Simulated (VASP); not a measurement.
# Cu (Fm-3m) in VASP: notebook

The runs below take Cu through single point, relaxation of cell and atoms, with PBE+D3(BJ).

All numbers are computed with VASP 6.6.1; they aren't measurements. Logs are shortened: lines on timing, memory, paths and dates and some standing lists are left out, and cuts for length are marked.

## 1. The cell of the first run

It takes space group Fm-3m (No. 225, cubic). Conventional cell: a = 3.563 Å, b = 3.563 Å, c = 3.563 Å, α = 90.00°, β = 90.00°, γ = 90.00°. Within 3.3 Å of Cu (site symmetry m-3m) lie 12 Cu at 2.52 Å.

## 2. Single point, PBE+D3(BJ)

INCAR reads:

```
SYSTEM = Cu
ALGO = Normal ; EDIFF = 1E-6
ENCUT = 600 ; GGA = PE
GGA_COMPAT = .False. ; ISIF = 2
ISMEAR = 0 ; IVDW = 12
LASPH = .True. ; LCHARG = .False.
LREAL = .False. ; LWAVE = .False.
NBANDS = 12 ; NELM = 120
PREC = Accurate ; SIGMA = 0.1
```

KPOINTS reads:

```
k-points
0
Gamma
  20 20 20
  0 0 0
```

POSCAR reads:

```
Cu
1.0
    0.0000000000      1.7816852388      1.7816852388
    1.7816852388      0.0000000000      1.7816852388
    1.7816852388      1.7816852388      0.0000000000
Cu
1
Direct
    0.0000000000      0.0000000000      0.0000000000
```

Potentials or basis: VASP PAW PBE potentials, release 64 (Cu).

Run with:

```console
$ cat potpaw_PBE.64/Cu/POTCAR > POTCAR
$ mpirun -np 1 vasp_std > vasp.out
```

OUTCAR:

```text
SYSTEM = Cu
   EDIFF = 1E-6
   ENCUT = 600
   GGA = PE
   ISIF = 2
   ISMEAR = 0
   IVDW = 12
   LASPH = .True.
   LREAL = .False.
   NELM = 120
   PREC = Accurate
 IVDW          = 12

 ion  position               nearest neighbor table
   1  0.000  0.000  0.000-

  LATTYP: Found a face centered cubic cell.
 ALAT       =     3.5633704776

  Lattice vectors:

 A1 = (   0.0000000000,   1.7816852388,   1.7816852388)
 A2 = (   1.7816852388,   0.0000000000,   1.7816852388)
 A3 = (   1.7816852388,   1.7816852388,   0.0000000000)

Analysis of symmetry for initial positions (statically):
=====================================================================
 Subroutine PRICEL returns:
 Original cell was already a primitive cell.

 Routine SETGRP: Setting up the symmetry group for a
 face centered cubic supercell.

 Subroutine GETGRP returns: Found 48 space group operations
 (whereof 48 operations were pure point group operations)
 out of a pool of 48 trial point group operations.

The static configuration has the point symmetry O_h .

Analysis of symmetry for dynamics (positions and initial velocities):
=====================================================================
 Subroutine PRICEL returns:
 Original cell was already a primitive cell.

 Routine SETGRP: Setting up the symmetry group for a
 face centered cubic supercell.

 Subroutine GETGRP returns: Found 48 space group operations
 (whereof 48 operations were pure point group operations)
 out of a pool of 48 trial point group operations.

The dynamic configuration has the point symmetry O_h .

 Subroutine INISYM returns: Found 48 space group operations
 (whereof 48 operations are pure point group operations),
 and found     1 'primitive' translations

----------------------------------------------------------------------------------------

                                     Primitive cell

  volume of cell :      11.3116

  direct lattice vectors                    reciprocal lattice vectors
     0.000000000  1.781685239  1.781685239    -0.280633183  0.280633183  0.280633183
     1.781685239  0.000000000  1.781685239     0.280633183 -0.280633183  0.280633183
     1.781685239  1.781685239  0.000000000     0.280633183  0.280633183 -0.280633183

  length of vectors
     2.519683429  2.519683429  2.519683429     0.486070932  0.486070932  0.486070932

  position of ions in fractional coordinates (direct lattice)
     0.000000000  0.000000000  0.000000000

  ion indices of the primitive-cell ions
   primitive index   ion index
                 1           1

----------------------------------------------------------------------------------------

 KPOINTS: k-points

Automatic generation of k-mesh.
 Grid dimensions read from file:
 generate k-points for:   20   20   20

 Generating k-lattice:

  Cartesian coordinates                     Fractional coordinates (reciprocal lattice)
    -0.014031659  0.014031659  0.014031659     0.050000000  0.000000000  0.000000000
     0.014031659 -0.014031659  0.014031659     0.000000000  0.050000000  0.000000000
     0.014031659  0.014031659 -0.014031659     0.000000000  0.000000000  0.050000000

  Length of vectors
     0.024303547  0.024303547  0.024303547

  Shift w.r.t. Gamma in fractional coordinates (k-lattice)
     0.000000000  0.000000000  0.000000000

 Subroutine IBZKPT returns following result:
 ===========================================

 Found    256 irreducible k-points:

 Following reciprocal coordinates:
            Coordinates               Weight
  0.000000  0.000000  0.000000      1.000000
  0.050000  0.000000  0.000000      8.000000
  0.100000  0.000000  0.000000      8.000000
  0.150000  0.000000  0.000000      8.000000
  0.200000  0.000000  0.000000      8.000000
  0.250000  0.000000  0.000000      8.000000
[... 16 lines left out ...]
 -0.400000  0.050000  0.000000     24.000000
 -0.350000  0.050000  0.000000     24.000000
 [... further k-points ...]
   k-points           NKPTS =    256   k-points in BZ     NKDIM =    256   number of bands    NBANDS=     12
   number of dos      NEDOS =    301   number of ions     NIONS =      1
   total plane-waves  NPLWV =   8000
   dimension x,y,z NGX =    20 NGY =   20 NGZ =   20
   dimension x,y,z NGXF=    40 NGYF=   40 NGZF=   40
   ions per type =               1
   NGX,Y,Z   is equivalent  to a cutoff of  13.20, 13.20, 13.20 a.u.
   NGXF,Y,Z  is equivalent  to a cutoff of  26.39, 26.39, 26.39 a.u.
 SYSTEM =  Cu
   PREC   = accura    normal or accurate (medium, high low for compatibility)
   ISTART =      0    job   : 0-new  1-cont  2-samecut
   ICHARG =      2    charge: 1-file 2-atom 10-const
   ISPIN  =      1    spin polarized calculation?
   LNONCOLLINEAR =      F non collinear calculations
   LSORBIT =      F    spin-orbit coupling
   LASPH  =      T    aspherical Exc in radial PAW
   ENCUT  =  600.0 eV  44.10 Ry    6.64 a.u.   5.03  5.03  5.03*2*pi/ulx,y,z
   NELM   =    120;   NELMIN=  2; NELMDL= -5     # of ELM steps
   EDIFF  = 0.1E-05   stopping-criterion for ELM
   LREAL  =      F    real-space projection
   EDIFFG = 0.1E-04   stopping-criterion for IOM
   NSW    =      0    number of steps for IOM
   IBRION =     -1    ionic relax: 0-MD 1-quasi-New 2-CG
   NFREE  =      0    steps in history (QN), initial steepest desc. (CG)
   ISIF   =      2    stress and relaxation
   ISYM   =      2    0-nonsym 1-usesym 2-fastsym
   POTIM  = 0.5000    time-step for ionic-motion
   TEBEG  =    0.0;   TEEND  =   0.0 temperature during run
   PSTRESS=    0.0 pullay stress
   NELECT =      11.0000    total number of electrons
   NUPDOWN=      -1.0000    fix difference up-down
   EMIN   =  10.00;   EMAX   =-10.00  energy-range for DOS
   EFERMI =   0.00;   METHOD = LEGACY
   ISMEAR =     0;   SIGMA  =   0.10  broadening in eV -4-tet -1-fermi 0-gaus
   EFERMI_NEDOS =   21; number of points for ismear=-14 and -15
   IALGO  =     38    algorithm
   IMIX   =      4    mixing-type and parameters
     AMIX     =   0.40;   BMIX     =  1.00
     AMIX_MAG =   1.60;   BMIX_MAG =  1.00
  volume/ion in A,a.u.               =      11.31        76.33
  Fermi-wavevector in a.u.,A,eV,Ry     =   1.621927  3.064998 35.792146  2.630649
  Thomas-Fermi vector in A             =   2.715624
   LORBIT       =      0    0 simple, 1 ext, 2 COOP (PROOUT), +10 PAW based schemes
   GGA     = PE    functional components
   LHFCALC =     F    Hartree Fock is set to
   AEXX    =    0.0000 exact exchange contribution
   IVDW    =    12    specifies the selected vdW correction
   LEPSILON=     F    determine dielectric tensor
   LRPA    =     F    only Hartree local field effects (RPA)
 non-spin polarized calculation
 Gauss-broadening in eV      SIGMA  =   0.10
  energy-cutoff  :      600.00
  volume of cell :       11.31
 maximum number of plane-waves:       388
   NGX =  9   NGY =  9   NGZ =  9

 number of electron      11.0000013 magnetization

 Free energy of the ion-electron system (eV)
  ---------------------------------------------------
  ext. energy  EPLUGINS =         0.00000000
  ---------------------------------------------------
  free energy    TOTEN  =        -3.70988783 eV

  energy without entropy =       -3.70862250  energy(sigma->0) =       -3.70925517

 E-fermi :   8.1104     XC(G=0): -12.9783

 val. band max:        8.0590400312   @ k =   0.4500   0.3000   0.0000
 cond. band min:       8.1115146310   @ k =   0.5000   0.2500   0.1000
 fundamental gap:      0.0524745998
 Fermi energy:         8.1103819540

 k-point     1 :       0.0000    0.0000    0.0000
  band No.  band energies     occupation
      1      -1.5522      2.00000
      2       4.9711      2.00000
      3       4.9711      2.00000
      4       4.9711      2.00000
      5       5.8503      2.00000
      6       5.8503      2.00000
      7      31.0712      0.00000
      8      34.0549      0.00000
      9      34.0549      0.00000
     10      34.0549      0.00000
     11      36.5899      0.00000
     12      36.5899      0.00000

 k-point     2 :       0.0500    0.0000    0.0000
  band No.  band energies     occupation
      1      -1.4581      2.00000
      2       4.9501      2.00000
      3       4.9897      2.00000
      4       4.9897      2.00000
      5       5.8427      2.00000
      6       5.8427      2.00000
      7      30.6220      0.00000
      8      32.7505      0.00000
      9      33.7470      0.00000
     10      33.7470      0.00000
     11      37.0265      0.00000
     12      37.0265      0.00000

 k-point     3 :       0.1000    0.0000    0.0000
  band No.  band energies     occupation
      1      -1.1784      2.00000
      2       4.8918      2.00000
      3       5.0395      2.00000
      4       5.0395      2.00000
      5       5.8257      2.00000
      6       5.8257      2.00000
      7      28.6903      0.00000
      8      31.9517      0.00000
      9      33.1501      0.00000
     10      33.1501      0.00000
     11      37.9718      0.00000
     12      37.9719      0.00000
[... 286 lines left out ...]
 k-point    23 :      -0.4000    0.0500    0.0000
  band No.  band energies     occupation
      1       2.6983      2.00000
      2       4.9432      2.00000
      3       4.9931      2.00000
      4       5.7115      2.00000
      5       6.3244      2.00000
      6       6.7958      2.00000
      7      13.7945      0.00000
      8      28.4611      0.00000
      9      30.4134      0.00000
     10      31.2701      0.00000
     11      34.1526      0.00000
     12      35.5724      0.00000

 k-point    24 :      -0.3500    0.0500    0.0000
  band No.  band energies     occupation
      1       2.3484      2.00000
      2       4.9975      2.00000
      3       5.0403      2.00000
      4       5.1640      2.00000
      5       6.1863      2.00000
      6       6.4837      2.00000
      7      15.6753      0.00000
      8      28.4208      0.00000
      9      30.7991      0.00000
     10      32.0226      0.00000
     11      34.2251      0.00000
     12      36.0373      0.00000

 [... further k-points ...]

------------------------ aborting loop because EDIFF is reached ----------------------------------------

 Edisp (eV)   -0.60974

 E8    (eV) :    -0.2615

  FORCE on cell =-STRESS in cart. coord.  units (eV):
  Direction    XX          YY          ZZ          XY          YZ          ZX
  --------------------------------------------------------------------------------------
  -------------------------------------------------------------------------------------
  Total       0.04342     0.04342     0.04342    -0.00000    -0.00000     0.00000
  in kB       6.15032     6.15032     6.15032    -0.00000    -0.00000     0.00000
  external pressure =        6.15 kB  Pullay stress =        0.00 kB

 VOLUME and BASIS-vectors are now :
 -----------------------------------------------------------------------------
  energy-cutoff  :      600.00
  volume of cell :       11.31
      direct lattice vectors                 reciprocal lattice vectors
     0.000000000  1.781685239  1.781685239    -0.280633183  0.280633183  0.280633183
     1.781685239  0.000000000  1.781685239     0.280633183 -0.280633183  0.280633183
     1.781685239  1.781685239  0.000000000     0.280633183  0.280633183 -0.280633183

 POSITION                                       TOTAL-FORCE (eV/Angst)
 -----------------------------------------------------------------------------------
      0.00000      0.00000      0.00000         0.000000     -0.000000      0.000000
 -----------------------------------------------------------------------------------
    total drift:                               -0.000000     -0.000000     -0.000000

  FREE ENERGIE OF THE ION-ELECTRON SYSTEM (eV)
  ---------------------------------------------------
  free  energy   TOTEN  =        -4.3196286605 eV

  energy  without entropy=       -4.3183633369  energy(sigma->0) =       -4.31899600
```

Run time: 39 s. Hardware: 1 thread of AMD EPYC 7R13 (Zen 3), shared host; peak memory 0.13 GiB.

Results:

```yaml
Free_energy: -4.3196 eV
Pressure: 0.6 GPa
Dispersion_energy_per_atom: -0.610 eV
```

Caveat: pairwise dispersion overbinds metals, which lowers pressure and volume.

(Continued in part 2 of 2.)
